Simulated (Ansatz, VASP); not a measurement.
## Cd4Se in VASP and in Ansatz

```xyz
5
Lattice="4.2395 0.0000 0.0000 0.0000 4.2395 0.0000 0.0000 0.0000 7.8446" Properties=species:S:1:pos:R:3 pbc="T T T"
Cd    2.1198    0.0000    6.1500
Cd    0.0000    2.1198    1.6946
Cd    0.0000    0.0000    3.9223
Cd    2.1198    2.1198    3.9223
Se    0.0000    0.0000    0.0000
```

Alike in both runs: task relaxation of cell and atoms; functional PBE; k mesh 8 × 8 × 4; occupations gaussian, width 0.1 eV; no spin polarisation.

|  | VASP | Ansatz |
| --- | --- | --- |
| version | VASP 6.6.1 | Ansatz 0.2.0 |
| potentials or method | VASP PAW PBE potentials, release 64 (Cd, Se), cutoff 600 eV | scalar-relativistic, plane waves, PAW |
| valence electrons in the cell | 54 | 96 |

|  | VASP | Ansatz | Ansatz less VASP |
| --- | --- | --- | --- |
| gap on the k mesh at the Fermi level, each at its own relaxed structure (eV) | none | none | - |
| relaxed volume (Å³/atom) | 28.33 | 28.20 | -0.130 |
| relaxed cell length with the largest relative difference (Å) | 4.247 | 4.240 | -0.0077 |

A gap of «none» marks a metal or a gap that the smearing closes. VASP's potentials hold 54 valence electrons a cell and Ansatz's 96, so a difference there can come from the potentials and not from the codes.
